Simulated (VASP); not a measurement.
Runs of VASP 6.6.1 on TaSi2. The structure is that of space group I4/mmm (No. 139), or close to it. The cells are those of the table. The cell was built from a structure type or drawn by symmetry, and may not be a known phase.

| task | cell | k mesh | cutoff (eV) | smearing | gap on the mesh (eV) | pressure (GPa) | largest force (eV/Å) |
| --- | --- | --- | --- | --- | --- | --- | --- |
| single point | a = 4.709 Å, angles 139.1, 139.1, 59.2°, 3 atoms | 7 × 7 × 7 | 500 | gaussian 0.2 eV | none | 0.1 | 0.03 |
| single point | a = 4.712 Å, angles 139.2, 139.2, 59.1°, 3 atoms | 6 × 6 × 6 | 500 | gaussian 0.2 eV | none | 0.2 | - |
| single point | a = 4.718 Å, angles 139.3, 139.3, 59.0°, 3 atoms | 8 × 8 × 8 | 520 | gaussian 0.2 eV | none | (a) | 0.07 |
| single point | a = 4.717 Å, angles 139.3, 139.3, 59.0°, 3 atoms | 16 × 16 × 16 | 520 | gaussian 0.1 eV | none | 0.1 | - |
| relaxation of cell and atoms | relaxed from a = 4.703 Å, angles 138.7, 138.7, 59.9°, 3 atoms | 8 × 8 × 8 | 600 | gaussian 0.2 eV | none | -0.1 | 0.03 |

Alike in all rows: level PBE; potentials or basis VASP PAW PBE potentials, release 64 (Ta_pv, Si); no spin polarisation.

Problem. Fill in the values left out.

Solution. (a) 0.0.

Caveats: spin-orbit coupling is left out, which moves the levels of the heavy elements.

A k mesh can miss the band edges, and the runs leave out spin-orbit coupling on Ta.

A gap of «none» marks levels without a gap at the run's occupations.
